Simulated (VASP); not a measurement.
W3S8 (a cell with a defect), 11 atoms in the cell. The cell holds a defect, 11 atoms: a = 6.375 Å, b = 6.375 Å, c = 8.332 Å, α = 67.50°, β = 67.50°, γ = 60.00°.  This cell differs from its parent crystal: atoms taken out, then relaxed in part.

| Item | Value |
| --- | --- |
| Program | VASP 6.6.1 |
| Task | single point |
| Functional | PBE |
| Potentials or basis | VASP PAW PBE potentials, release 64 (W_sv, S) |
| Cutoff | 520 eV |
| k mesh | 3 × 3 × 3 |
| Occupations | gaussian, width 0.01 eV |
| Spin | collinear spin |
| Starting moments | [0.0, 0.0, 0.0, 0.0, 0.333, 0.333, 0.333, 0.0, 0.333, 0.333, 0.333] μB |
| Dipole correction | no |
| Charge | -2 |
| Further INCAR settings | ALGO = Fast; EDIFF = 1e-07; NBANDS = 60; NELECT = 92.0 |

Potentials or basis: VASP PAW PBE potentials, release 64 (W_sv, S).

Run with:

```sh
$ cat potpaw_PBE.64/W_sv/POTCAR potpaw_PBE.64/S/POTCAR > POTCAR
$ mpirun -np 1 vasp_std > vasp.out
```

Hardware: 1 thread of Oxide Virtual Turin-like Processor, with other jobs on the host.

Q: How long does it take, and how much memory?

A: It took 10 min on 1 thread of Oxide Virtual Turin-like Processor, with other jobs on the host, peak memory 0.5 GiB. Counts: scf iterations 19, k points 6.
